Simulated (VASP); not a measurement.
Set up this calculation in VASP 6.6.1, as the native input.

```
Task                   : relaxation of cell and atoms
Functional             : PBE
Potentials or basis    : VASP PAW PBE potentials, release 64 (Ti_sv, B, Mo_sv, C)
Cutoff                 : 600 eV
k mesh                 : 12 × 12 × 6
Occupations            : gaussian, width 0.1 eV
Spin                   : no spin polarisation
Dipole correction      : no
Further INCAR settings : ALGO = Normal; EDIFF = 1e-07; IBRION = 2; EDIFFG = -0.01; NSW = 100; ISIF = 3
```

The structure of TiBMoC2 lies in POSCAR:

```
TiBMoC2
1.0
    2.8986570126      0.0000000000      0.0000000000
   -1.4493285063      2.5103106098      0.0000000000
    0.0000000000      0.0000000000      7.2269872129
Ti B Mo C
1 1 1 2
Direct
    0.0000000000      0.0000000000      0.1696924781
    0.0000000000      0.0000000000      0.8301585006
    0.0000000000      0.0000000000      0.5232312349
    0.3333333333      0.6666666667      0.9659156232
    0.6666666667      0.3333333333      0.9659156232
```

The cell was generated, and may not be a known phase.

The input as run:

INCAR

```
PREC = Accurate ; ENCUT = 600
EDIFF = 1E-7 ; ISMEAR = 0
SIGMA = 0.1 ; LREAL = False
LASPH = True ; NELM = 60
ALGO = Normal ; ISIF = 3
LWAVE = False ; LCHARG = False
GGA = PE ; IBRION = 2
NSW = 100 ; EDIFFG = -0.01
```

KPOINTS

```
Automatic mesh
0
Gamma
  12 12 6
```

Potentials or basis: VASP PAW PBE potentials, release 64 (Ti_sv, B, Mo_sv, C).

Run with:

```bash
$ cat potpaw_PBE.64/Ti_sv/POTCAR potpaw_PBE.64/B/POTCAR potpaw_PBE.64/Mo_sv/POTCAR potpaw_PBE.64/C/POTCAR > POTCAR
$ mpirun -np 1 vasp_std > vasp.out
```

Results of the run:

The relaxed volume is 11.58 Å³/atom and the relaxed cell is a = 2.612 Å, b = 2.612 Å, c = 9.794 Å, α = 90.00°, β = 90.00°, γ = 120.00°. The space group after relaxing (to 0.1 Å) is P6mm (No. 183), the energy gained by relaxing is 669.6 meV/atom and the ionic steps are 45. The pressure after relaxing is -0.1 GPa and the largest force after relaxing is 0.009 eV/Å. The band gap on the k mesh is zero (an odd number of electrons rules out a gap without spin polarisation).

Caveat: a cell axis changed by over 15 % at a fixed basis, so the end point is rough; this functional lacks dispersion, which binds layers or chains, so the pressure and a relaxed spacing across them are unreliable; an odd number of electrons without spin polarisation forces a metal; a magnetic or distorted state may lie lower.

It took 87 min on 1 thread of Intel Xeon 8259CL, on a shared host, peak memory 0.31 GiB.
